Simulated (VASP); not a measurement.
ZnCd4S:

```
Zn Cd S
1.0
     5.94491    0.00000    0.00000
    -2.97245    5.14844    0.00000
     0.00000    0.00000    4.48157
Zn Cd S
1 4 1
Direct
  0.33333 0.66667 0.00000
  0.66667 0.33333 0.00000
  0.01017 0.50508 0.50000
  0.49492 0.50508 0.50000
  0.49492 0.98984 0.50000
  0.00000 0.00000 0.00000
```

```yaml
Program: VASP 6.6.1
Task: relaxation of cell and atoms
Functional: PBE
Potentials_or_basis: VASP PAW PBE potentials, release 64 (Zn, Cd, S)
Cutoff: 600 eV
k_mesh: 6 × 6 × 8
Occupations: gaussian, width 0.1 eV
Spin: no spin polarisation
```

At the start: pressure 2.1 GPa; volume 22.86 Å³/atom.

Problem. Where does the relaxation end?

Solution. Over 9 steps the energy falls by 17.0 meV/atom and the volume is 23.74 Å³/atom (+3.9 %); space group P-6m2 (No. 187, to 0.05 Å).

The path:
```csv
step,energy change (eV),largest force (eV/Å),pressure (GPa),volume (Å³)
1,0.0000,0.1878,2.10,137.17
2,-0.0669,0.0862,0.03,143.17
3,-0.0701,0.0559,-0.62,145.37
4,-0.0703,0.0613,-0.52,144.99
5,-0.0848,0.0394,-0.37,144.20
6,-0.1014,0.0396,0.13,141.90
7,-0.1017,0.0274,0.06,142.19
8,-0.1017,0.0299,0.08,142.13
9,-0.1019,0.0012,0.00,142.45
```

Final structure:
```xyz
6
Lattice="5.8634 0.0000 0.0000 -2.9317 5.0779 0.0000 0.0000 0.0000 4.7845" Properties=species:S:1:pos:R:3 pbc="T T T"
Zn    0.0000    3.3852    4.7845
Cd    2.9317    1.6926    4.7845
Cd   -1.4431    2.5521    2.3923
Cd    1.4431    2.5521    2.3923
Cd    0.0000    5.0516    2.3923
S     0.0000    0.0000    4.7845
```
